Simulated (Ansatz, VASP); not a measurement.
NiO2: VASP beside Ansatz

```xyz
3
Lattice="1.4021 0.8095 6.9743 -1.4021 0.8095 6.9743 0.0000 -1.6190 6.9743" Properties=species:S:1:pos:R:3 pbc="T T T"
Ni    0.0000    0.0000    0.0000
O     0.0000    0.0000   12.9975
O     0.0000    0.0000    7.9254
```

Alike in both runs: task single point; functional LDA; k mesh 4 × 4 × 4; occupations fermi-dirac, width 0.1 eV; collinear spin; Hubbard terms Ni d U = 5.0 eV.

|  | VASP | Ansatz |
| --- | --- | --- |
| version | VASP 6.6.1 | Ansatz 0.2.0 |
| potentials or method | VASP PAW LDA potentials, release 64 (Ni, O), cutoff 600 eV | plane waves, PAW |
| valence electrons in the cell | 22 | 30 |

```tsv
	VASP	Ansatz	Ansatz less VASP
pressure (GPa)	-11.8	-7.3	+4.53
traceless stress, the component that is largest in VASP (GPa)	3.66	2.19	-1.472
rms of the force components (eV/Å)	0.576	0.374	-0.2024
net moment per atom (μB)	0.00	0.00	0.000
```

LDA's correlation is that of Perdew and Zunger in VASP and of Perdew and Wang (1992) in Ansatz. The programs project onto different local orbitals, so the same U acts differently, and such runs can settle in different states. Atom by atom the forces differ by 0.202 eV/Å (rms over components). VASP's potentials hold 22 valence electrons a cell and Ansatz's 30, so a difference there can come from the potentials and not from the codes. Ansatz's warnings: seeded moment not kept.

The k mesh is coarse, so the values compare programs but aren't converged.
